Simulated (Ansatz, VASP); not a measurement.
# Two plane-wave programs on GaP

```
Ga P
1.0
     0.00000    2.72541    2.72541
     2.72541    0.00000    2.72541
     2.72541    2.72541    0.00000
Ga P
1 1
Direct
  0.00000 0.00000 0.00000
  0.25000 0.25000 0.25000
```

Alike in both runs: task single point; functional PBE; k mesh 8 × 8 × 8; occupations fermi-dirac, width 0.02 eV; no spin polarisation.

|  | VASP | Ansatz |
| --- | --- | --- |
| version | VASP 6.6.1 | Ansatz 0.2.0 |
| potentials or method | VASP PAW PBE potentials, release 64 (Ga_d, P) | plane waves, PAW |
| plane-wave cutoff (eV) | 520 | 420 |
| valence electrons in the cell | 18 | 18 |

Ansatz gave:

```
gap on the k mesh at the Fermi level (eV) : 1.64
pressure (GPa)                            : 2.5
```

Which values does VASP return?

gap on the k mesh at the Fermi level (eV): 1.64; pressure (GPa): 2.4.

With one functional, cell and mesh, what is left measures potentials, basis and numerics.
